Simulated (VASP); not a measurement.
# CsCdCl3 (P4mm) in VASP: single point with LDA

Aim: the single point of CsCdCl3 with LDA.

Program: VASP 6.6.1. These are calculated values, not measurements. Logs are shortened: lines on timing, memory, paths and dates and some standing lists are left out, and cuts for length are marked.

## (1) The cell of the first run

Symmetry: P4mm, No. 99, tetragonal system. The conventional cell has a = 5.200 Å, b = 5.200 Å, c = 5.200 Å, α = 90.00°, β = 90.00°, γ = 90.00°. Within 4.7 Å of Cs (site symmetry 4mm) lie 12 Cl at 3.55 to 3.81 Å and 8 Cd at 4.50 Å. Cd (site symmetry 4mm) has 6 Cl at 2.41 to 2.79 Å within 3.2 Å. Cl (site symmetry 2mm) has 2 Cd at 2.61 Å within 3.4 Å. Cl (site symmetry 4mm) has 2 Cd at 2.41 to 2.79 Å within 3.2 Å.

## (2) Single point, LDA (all Cl atoms moved +0.188 Å, as atom 3 along Cartesian [0 0 1])

INCAR reads:

```
SYSTEM = CsCdCl3
ALGO     = Normal         ! electronic algorithm
EDIFF    = 1E-7           ! SCF threshold, eV
ENCUT    = 520            ! plane-wave cutoff, eV
ISIF     = 2              ! what is computed and relaxed
ISMEAR   = 0              ! smearing method
LASPH    = .TRUE.         ! aspherical terms in the spheres
LCHARG   = .TRUE.         ! write CHGCAR
LELF     = .TRUE.         ! ELF
LREAL    = .FALSE.        ! projectors in reciprocal space
LVHAR    = .TRUE.       
LWAVE    = .FALSE.        ! write WAVECAR
NBANDS   = 29             ! bands
NELM     = 100            ! most SCF steps
PREC     = Accurate       ! precision mode
SIGMA    = 0.05           ! smearing width, eV
```

KPOINTS reads:

```
k-points
0
G
  6 6 6
  0 0 0
```

POSCAR reads:

```
CsCdCl3
1.0
    5.2000000000      0.0000000000      0.0000000000
    0.0000000000      5.2000000000      0.0000000000
    0.0000000000      0.0000000000      5.2000000000
Cs Cd Cl
1 1 3
Direct
    0.0000000000      0.0000000000      0.0000000000
    0.5000000000      0.5000000000      0.5000000000
    0.0000000000      0.5000000000      0.5360576923
    0.5000000000      0.0000000000      0.5360576923
    0.5000000000      0.5000000000      0.0360576923
```

Potentials or basis: VASP PAW LDA potentials, release 64 (Cs_sv, Cd, Cl).

Started as:

```bash
$ cat potpaw_LDA.64/Cs_sv/POTCAR potpaw_LDA.64/Cd/POTCAR potpaw_LDA.64/Cl/POTCAR > POTCAR
$ mpirun -np 1 vasp_std > vasp.out
```

OUTCAR:

```text
SYSTEM = CsCdCl3
   EDIFF = 1E-7
   ENCUT = 520
   ISIF = 2
   ISMEAR = 0
   LASPH = .TRUE.
   LREAL = .FALSE.
   NELM = 100
   PREC = Accurate

 ion  position               nearest neighbor table
   1  0.000  0.000  0.000-
   2  0.500  0.500  0.500-   5 2.41   4 2.61   3 2.61   4 2.61   3 2.61   5 2.79
   3  0.000  0.500  0.536-   2 2.61   2 2.61
   4  0.500  0.000  0.536-   2 2.61   2 2.61
   5  0.500  0.500  0.036-   2 2.41   2 2.79

  LATTYP: Found a simple cubic cell.
 ALAT       =     5.2000000000

  Lattice vectors:

 A1 = (   5.2000000000,   0.0000000000,   0.0000000000)
 A2 = (   0.0000000000,   5.2000000000,   0.0000000000)
 A3 = (   0.0000000000,   0.0000000000,   5.2000000000)

Analysis of symmetry for initial positions (statically):
=====================================================================
 Subroutine PRICEL returns:
 Original cell was already a primitive cell.

 Routine SETGRP: Setting up the symmetry group for a
 simple cubic supercell.

 Subroutine GETGRP returns: Found  8 space group operations
 (whereof  8 operations were pure point group operations)
 out of a pool of 48 trial point group operations.

The static configuration has the point symmetry C_4v.

Analysis of symmetry for dynamics (positions and initial velocities):
=====================================================================
 Subroutine PRICEL returns:
 Original cell was already a primitive cell.

 Routine SETGRP: Setting up the symmetry group for a
 simple cubic supercell.

 Subroutine GETGRP returns: Found  8 space group operations
 (whereof  8 operations were pure point group operations)
 out of a pool of 48 trial point group operations.

The dynamic configuration has the point symmetry C_4v.

 Subroutine INISYM returns: Found  8 space group operations
 (whereof  8 operations are pure point group operations),
 and found     1 'primitive' translations

----------------------------------------------------------------------------------------

                                     Primitive cell

  volume of cell :     140.6080

  direct lattice vectors                    reciprocal lattice vectors
     5.200000000  0.000000000  0.000000000     0.192307692  0.000000000  0.000000000
     0.000000000  5.200000000  0.000000000     0.000000000  0.192307692  0.000000000
     0.000000000  0.000000000  5.200000000     0.000000000  0.000000000  0.192307692

  length of vectors
     5.200000000  5.200000000  5.200000000     0.192307692  0.192307692  0.192307692

  position of ions in fractional coordinates (direct lattice)
     0.000000000  0.000000000  0.000000000
     0.500000000  0.500000000  0.500000000
     0.000000000  0.500000000  0.536057692
     0.500000000  0.000000000  0.536057692
     0.500000000  0.500000000  0.036057692

  ion indices of the primitive-cell ions
   primitive index   ion index
                 1           1
                 2           2
                 3           3
                 4           4
                 5           5

----------------------------------------------------------------------------------------

 KPOINTS: k-points

Automatic generation of k-mesh.
 Grid dimensions read from file:
 generate k-points for:    6    6    6

 Generating k-lattice:

  Cartesian coordinates                     Fractional coordinates (reciprocal lattice)
     0.032051282  0.000000000  0.000000000     0.166666667  0.000000000  0.000000000
     0.000000000  0.032051282  0.000000000     0.000000000  0.166666667  0.000000000
     0.000000000  0.000000000  0.032051282     0.000000000  0.000000000  0.166666667

  Length of vectors
     0.032051282  0.032051282  0.032051282

  Shift w.r.t. Gamma in fractional coordinates (k-lattice)
     0.000000000  0.000000000  0.000000000

 Subroutine IBZKPT returns following result:
 ===========================================

 Found     40 irreducible k-points:

 Following reciprocal coordinates:
            Coordinates               Weight
  0.000000  0.000000  0.000000      1.000000
  0.166667  0.000000  0.000000      4.000000
  0.000000  0.000000  0.166667      2.000000
  0.333333  0.000000  0.000000      4.000000
  0.000000  0.000000  0.333333      2.000000
  0.500000  0.000000  0.000000      2.000000
[... 16 lines left out ...]
  0.166667  0.166667  0.166667      8.000000
  0.333333  0.166667  0.166667     16.000000
 [... further k-points ...]
   k-points           NKPTS =     40   k-points in BZ     NKDIM =     40   number of bands    NBANDS=     29
   number of dos      NEDOS =    301   number of ions     NIONS =      5
   total plane-waves  NPLWV =  64000
   dimension x,y,z NGX =    40 NGY =   40 NGZ =   40
   dimension x,y,z NGXF=    80 NGYF=   80 NGZF=   80
   ions per type =               1   1   3
   NGX,Y,Z   is equivalent  to a cutoff of  12.79, 12.79, 12.79 a.u.
   NGXF,Y,Z  is equivalent  to a cutoff of  25.58, 25.58, 25.58 a.u.
 SYSTEM =  CsCdCl3
   PREC   = accura    normal or accurate (medium, high low for compatibility)
   ISTART =      0    job   : 0-new  1-cont  2-samecut
   ICHARG =      2    charge: 1-file 2-atom 10-const
   ISPIN  =      1    spin polarized calculation?
   LNONCOLLINEAR =      F non collinear calculations
   LSORBIT =      F    spin-orbit coupling
   LASPH  =      T    aspherical Exc in radial PAW
   ENCUT  =  520.0 eV  38.22 Ry    6.18 a.u.   9.67  9.67  9.67*2*pi/ulx,y,z
   NELM   =    100;   NELMIN=  2; NELMDL= -5     # of ELM steps
   EDIFF  = 0.1E-06   stopping-criterion for ELM
   LREAL  =      F    real-space projection
   EDIFFG = 0.1E-05   stopping-criterion for IOM
   NSW    =      0    number of steps for IOM
   IBRION =     -1    ionic relax: 0-MD 1-quasi-New 2-CG
   NFREE  =      0    steps in history (QN), initial steepest desc. (CG)
   ISIF   =      2    stress and relaxation
   ISYM   =      2    0-nonsym 1-usesym 2-fastsym
   POTIM  = 0.5000    time-step for ionic-motion
   TEBEG  =    0.0;   TEEND  =   0.0 temperature during run
   PSTRESS=    0.0 pullay stress
   NELECT =      42.0000    total number of electrons
   NUPDOWN=      -1.0000    fix difference up-down
   EMIN   =  10.00;   EMAX   =-10.00  energy-range for DOS
   EFERMI =   0.00;   METHOD = LEGACY
   ISMEAR =     0;   SIGMA  =   0.05  broadening in eV -4-tet -1-fermi 0-gaus
   EFERMI_NEDOS =   21; number of points for ismear=-14 and -15
   IALGO  =     38    algorithm
   IMIX   =      4    mixing-type and parameters
     AMIX     =   0.40;   BMIX     =  1.00
     AMIX_MAG =   1.60;   BMIX_MAG =  1.00
  volume/ion in A,a.u.               =      28.12       189.77
  Fermi-wavevector in a.u.,A,eV,Ry     =   1.094346  2.068014 16.294239  1.197593
  Thomas-Fermi vector in A             =   2.230649
   LORBIT       =      0    0 simple, 1 ext, 2 COOP (PROOUT), +10 PAW based schemes
   GGA     = CA    functional components
   LHFCALC =     F    Hartree Fock is set to
   AEXX    =    0.0000 exact exchange contribution
   IVDW    =     0    specifies the selected vdW correction
   LEPSILON=     F    determine dielectric tensor
   LRPA    =     F    only Hartree local field effects (RPA)
 non-spin polarized calculation
 Gauss-broadening in eV      SIGMA  =   0.05
  energy-cutoff  :      520.00
  volume of cell :      140.61
 maximum number of plane-waves:      3840
 NGX is ok and might be reduce to    40
   NGX = 19   NGY = 19   NGZ = 19

 number of electron      42.0000007 magnetization

 Free energy of the ion-electron system (eV)
  ---------------------------------------------------
  ext. energy  EPLUGINS =         0.00000000
  ---------------------------------------------------
  free energy    TOTEN  =       -16.73636268 eV

  energy without entropy =      -16.73636268  energy(sigma->0) =      -16.73636268

 E-fermi :   0.1104     XC(G=0):  -9.1338

 val. band max:       -0.1164980189   @ k =   0.5000   0.5000   0.5000
 cond. band min:       1.4966281305   @ k =   0.0000   0.0000   0.0000
 fundamental gap:      1.6131261494
 Fermi energy:         0.1103677763

 k-point     1 :       0.0000    0.0000    0.0000
  band No.  band energies     occupation
      1     -19.0238      2.00000
      2     -13.6716      2.00000
      3     -13.1535      2.00000
      4     -13.0720      2.00000
      5      -6.6923      2.00000
      6      -6.6923      2.00000
[... 21 lines left out ...]
     28       7.0886      0.00000
     29      10.8831      0.00000

 k-point     2 :       0.1667    0.0000    0.0000
  band No.  band energies     occupation
      1     -19.0213      2.00000
      2     -13.6432      2.00000
      3     -13.1512      2.00000
      4     -13.0816      2.00000
      5      -6.7216      2.00000
      6      -6.6921      2.00000
[... 21 lines left out ...]
     28       7.3930      0.00000
     29      10.3643      0.00000

 k-point     3 :       0.0000    0.0000    0.1667
  band No.  band energies     occupation
      1     -19.0213      2.00000
      2     -13.6328      2.00000
      3     -13.1717      2.00000
      4     -13.0705      2.00000
      5      -6.7096      2.00000
      6      -6.7096      2.00000
[... 21 lines left out ...]
     28       7.3681      0.00000
     29      10.5123      0.00000

 k-point     4 :       0.3333    0.0000    0.0000
  band No.  band energies     occupation
      1     -19.0161      2.00000
      2     -13.5848      2.00000
      3     -13.1433      2.00000
      4     -13.1035      2.00000
      5      -6.9663      2.00000
      6      -6.7210      2.00000
[... 597 lines left out ...]
     28       8.6244      0.00000
     29       8.7203      0.00000

 k-point    23 :       0.1667    0.1667    0.1667
  band No.  band energies     occupation
      1     -19.0166      2.00000
      2     -13.5718      2.00000
      3     -13.1655      2.00000
      4     -13.0883      2.00000
      5      -6.7506      2.00000
      6      -6.7501      2.00000
[... 21 lines left out ...]
     28       7.8904      0.00000
     29       9.5960      0.00000

 k-point    24 :       0.3333    0.1667    0.1667
  band No.  band energies     occupation
      1     -19.0121      2.00000
      2     -13.5074      2.00000
      3     -13.1549      2.00000
      4     -13.1097      2.00000
      5      -6.9980      2.00000
      6      -6.7512      2.00000
[... 21 lines left out ...]
     28       8.3816      0.00000
     29       8.9736      0.00000

 [... further k-points ...]

------------------------ aborting loop because EDIFF is reached ----------------------------------------

  FORCE on cell =-STRESS in cart. coord.  units (eV):
  Direction    XX          YY          ZZ          XY          YZ          ZX
  --------------------------------------------------------------------------------------
  -------------------------------------------------------------------------------------
  Total       -1.4757218     -1.4757218     -0.0800334      0.0000000      0.0000000     -0.0000000
  in kB      -16.8153161    -16.8153161     -0.9119519      0.0000000      0.0000000     -0.0000000
  external PRESSURE =     -11.5141947 kB  Pullay stress =       0.0000000 kB

 VOLUME and BASIS-vectors are now :
 -----------------------------------------------------------------------------
  energy-cutoff  :      520.00
  volume of cell :      140.61
      direct lattice vectors                 reciprocal lattice vectors
     5.200000000  0.000000000  0.000000000     0.192307692  0.000000000  0.000000000
     0.000000000  5.200000000  0.000000000     0.000000000  0.192307692  0.000000000
     0.000000000  0.000000000  5.200000000     0.000000000  0.000000000  0.192307692

 POSITION                                       TOTAL-FORCE (eV/Angst)
 -----------------------------------------------------------------------------------
      0.00000      0.00000      0.00000         0.000000     -0.000000      0.109908
      2.60000      2.60000      2.60000         0.000000      0.000000      0.738805
      0.00000      2.60000      2.78750         0.000000      0.000000      0.014848
      2.60000      0.00000      2.78750        -0.000000      0.000000      0.014848
      2.60000      2.60000      0.18750         0.000000     -0.000000     -0.878410
 -----------------------------------------------------------------------------------
    total drift:                                0.000000      0.000000     -0.000494

  FREE ENERGIE OF THE ION-ELECTRON SYSTEM (eV)
  ---------------------------------------------------
  free  energy   TOTEN  =       -16.7363626819 eV

  energy  without entropy=      -16.7363626819  energy(sigma->0) =      -16.73636268
```

It took 1.7 min on 1 thread of Intel Xeon Platinum 8375C at 2.90GHz (Ice Lake), shared host; peak memory 0.29 GiB.

What came out:

* Free energy: -16.7364 eV
* Pressure: -1.2 GPa
* Largest force: 0.878 eV/Å
* Band gap on the k mesh: 1.61 eV (least direct gap 2.15 eV)

Forces in eV/Å, atoms in the order of the input:
```
Cs   0.000  0.000  0.110
Cd   0.000  0.000  0.739
Cl   0.000  0.000  0.015
Cl   0.000  0.000  0.015
Cl   0.000  0.000 -0.878
```

Stress tensor (GPa, compression positive):
```
-1.68  0.00  0.00
 0.00 -1.68  0.00
 0.00  0.00 -0.09
```

Levels at points of the mesh, in eV from the valence-band top:
| k point | band 19 | band 20 | band 21 | band 22 | band 23 | band 24 |
| --- | --- | --- | --- | --- | --- | --- |
| (0.00, 0.00, 0.00) | -0.55 | -0.55 | -0.53 | 1.61 | 5.58 | 5.92 |
| (0.50, 0.00, 0.00) | -0.88 | -0.83 | -0.80 | 4.32 | 6.91 | 7.24 |
| (0.00, 0.00, 0.50) | -0.92 | -0.82 | -0.82 | 4.25 | 6.95 | 7.27 |
| (0.50, 0.50, 0.00) | -1.05 | -0.27 | -0.01 | 6.10 | 7.11 | 7.11 |
| (0.00, 0.50, 0.50) | -1.02 | -0.30 | -0.03 | 6.03 | 7.04 | 7.22 |
| (0.50, 0.50, 0.50) | -0.25 | -0.03 | 0.00 | 5.71 | 5.71 | 5.77 |

Caveat: the cell differs from its parent crystal (all Cl atoms moved +0.188 Å, as atom 3 along Cartesian [0 0 1]); spin-orbit coupling is left out, which moves the levels of the heavy elements. A k mesh can miss the band edges.
